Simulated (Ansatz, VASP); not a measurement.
## Two plane-wave programs on Fe3Co

```
Fe Co
1.0
     4.02358    0.00000    0.00000
     0.00000    4.02358    0.00000
     0.00000    0.00000    2.82771
Fe Co
3 1
Direct
  0.50000 0.50000 0.00000
  0.50000 0.00000 0.50000
  0.00000 0.50000 0.50000
  0.00000 0.00000 0.00000
```

Alike in both runs: task single point; functional PBEsol; k mesh 1 × 1 × 1; occupations gaussian, width 0.1 eV; collinear spin.

|  | VASP | Ansatz |
| --- | --- | --- |
| version | VASP 6.6.1 | Ansatz 0.2.0 |
| potentials or method | VASP PAW PBE potentials, release 64 (Fe, Co), cutoff 600 eV | scalar-relativistic, plane waves, PAW |
| valence electrons in the cell | 33 | 65 |

|  | VASP | Ansatz | Ansatz less VASP |
| --- | --- | --- | --- |
| gap on the k mesh at the Fermi level (eV) | 0.26 | 0.21 | -0.049 |
| least direct gap on the mesh (eV) | 0.26 | 0.21 | -0.049 |
| pressure (GPa) | 4.4 | 6.9 | +2.43 |
| traceless stress, the component that is largest in VASP (GPa) | -15.19 | -11.99 | +3.203 |
| net moment per atom (μB) | 3.22 | 3.18 | -0.035 |
| size of the moment on the site where the two differ most (μB) | 3.13 | 2.94 | -0.192 |

VASP's potentials were made for PBE, not for PBEsol. Site moments also hang on the region over which each program counts them. VASP's potentials hold 33 valence electrons a cell and Ansatz's 65, so a difference there can come from the potentials and not from the codes. Ansatz's warnings: stability check not made.

The k mesh is coarse, so the values compare programs but aren't converged.
